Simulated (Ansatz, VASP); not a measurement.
ZnAu in VASP and in Ansatz

```
Zn Au
1.0
     3.21025    0.00000    0.00000
     0.00000    3.21025    0.00000
     0.00000    0.00000    3.21025
Zn Au
1 1
Direct
  0.50000 0.50000 0.50000
  0.00000 0.00000 0.00000
```

Alike in both runs: task single point; functional r2SCAN; k mesh 14 × 14 × 14; occupations gaussian, width 0.1 eV; no spin polarisation.

|  | VASP | Ansatz |
| --- | --- | --- |
| version | VASP 6.6.1 | Ansatz 0.2.0 |
| potentials or method | VASP PAW PBE potentials, release 64 (Zn, Au), cutoff 520 eV | scalar-relativistic, plane waves, PAW |
| valence electrons in the cell | 23 | 31 |

|  | VASP | Ansatz | Ansatz less VASP |
| --- | --- | --- | --- |
| gap on the k mesh at the Fermi level (eV) | none | none | - |
| pressure (GPa) | -6.4 | -6.7 | -0.24 |

VASP's potentials were made for PBE, not for r2SCAN. A gap of «none» marks a metal or a gap that the smearing closes. With one functional, cell and mesh, what is left measures potentials, basis and numerics. VASP's potentials hold 23 valence electrons a cell and Ansatz's 31, so a difference there can come from the potentials and not from the codes.

Neither program's run includes spin-orbit coupling.
